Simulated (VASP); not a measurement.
Set up this calculation in VASP 6.6.1, as the native input.

```yaml
Task: single point
Functional: PBE
Dispersion: D3(BJ)
Potentials_or_basis: VASP PAW PBE potentials, release 64 (W_sv, Se)
Cutoff: 520 eV
k_mesh: 12 × 12 × 2
Occupations: gaussian, width 0.05 eV
Spin: no spin polarisation
Dipole_correction: no
Further_INCAR_settings: ALGO = Normal; EDIFF = 1e-07; NBANDS = 35
```

The structure of WSe2 lies in POSCAR:

```
WSe2
1.0
    3.2790275592      0.0000000000      0.0000000000
   -1.6395137796      2.8397211660      0.0000000000
    0.0000000000      0.0000000000     12.7886113051
W Se
2 4
Direct
    0.3333333333      0.6666666667      0.2500000000
    0.6666666667      0.3333333333      0.7500000000
    0.3385951223      0.6692975612      0.6172516865
    0.6666666667      0.3333333333      0.1182912222
    0.3333333333      0.6666666667      0.8817087778
    0.6666666667      0.3333333333      0.3817087778
```

This cell differs from its parent crystal: atom 3 (Se) moved -0.020 Å towards its neighbour atom 2 (W) at 2.534 Å.

The input as run:

INCAR

```
PREC     = Accurate       # precision mode
ENCUT    = 520            # plane-wave cutoff, eV
EDIFF    = 1E-7           # SCF threshold, eV
ISMEAR   = 0              # smearing method
SIGMA    = 0.05           # smearing width, eV
LREAL    = False          # projectors in reciprocal space
LASPH    = True           # aspherical terms in the spheres
NELM     = 60             # most SCF steps
ALGO     = Normal         # electronic algorithm
ISIF     = 2              # what is computed and relaxed
LWAVE    = False          # write WAVECAR
LCHARG   = False          # write CHGCAR
GGA      = PE             # functional
IVDW     = 12             # dispersion correction
NBANDS   = 35             # bands
```

KPOINTS

```
regular mesh
0
Gamma
  12 12 2
```

Potentials or basis: VASP PAW PBE potentials, release 64 (W_sv, Se).

The run is started by

```console
$ cat potpaw_PBE.64/W_sv/POTCAR potpaw_PBE.64/Se/POTCAR > POTCAR
$ mpirun -np 1 vasp_std > vasp.out
```

It gave:

The pressure is 0.0 GPa. The largest force is 0.228 eV/Å, the band gap on the k mesh is 0.88 eV (least direct gap 1.56 eV) and the dispersion energy per atom is -0.475 eV.

Caveat: the cell differs from its parent crystal (atom 3 (Se) moved -0.020 Å towards its neighbour atom 2 (W) at 2.534 Å); spin-orbit coupling is left out, which moves the levels of the heavy elements.

Wall time 5.2 min on 1 thread of Oxide Virtual Turin-like Processor (shared host), peak memory 0.4 GiB.
